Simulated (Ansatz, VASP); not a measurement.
**Two plane-wave programs on In**

```
In
1.0
     3.56004    0.00000    0.00000
    -1.78002    3.08309    0.00000
     0.00000    0.00000    5.72130
In
2
Direct
  0.33333 0.66667 0.25000
  0.66667 0.33333 0.75000
```

Alike in both runs: task single point; functional BLYP; k mesh 12 × 12 × 6; occupations fermi-dirac, width 0.1 eV; no spin polarisation.

|  | VASP | Ansatz |
| --- | --- | --- |
| version | VASP 6.6.1 | Ansatz 0.2.0 |
| potentials or method | VASP PAW PBE potentials, release 64 (In_d), cutoff 520 eV | plane waves (420 eV) with PAW, scalar-relativistic |
| valence electrons in the cell | 26 | 26 |

Ansatz gave:

| Quantity | Value |
| --- | --- |
| pressure (GPa) | 0.1 |
| traceless stress, the component that is largest in VASP (GPa) | -0.05 |

Question: Which values does VASP return?

Answer: Pressure (GPa): 0.0; traceless stress, the component that is largest in VASP (GPa): -0.04.

VASP's potentials were made for PBE, not for BLYP.
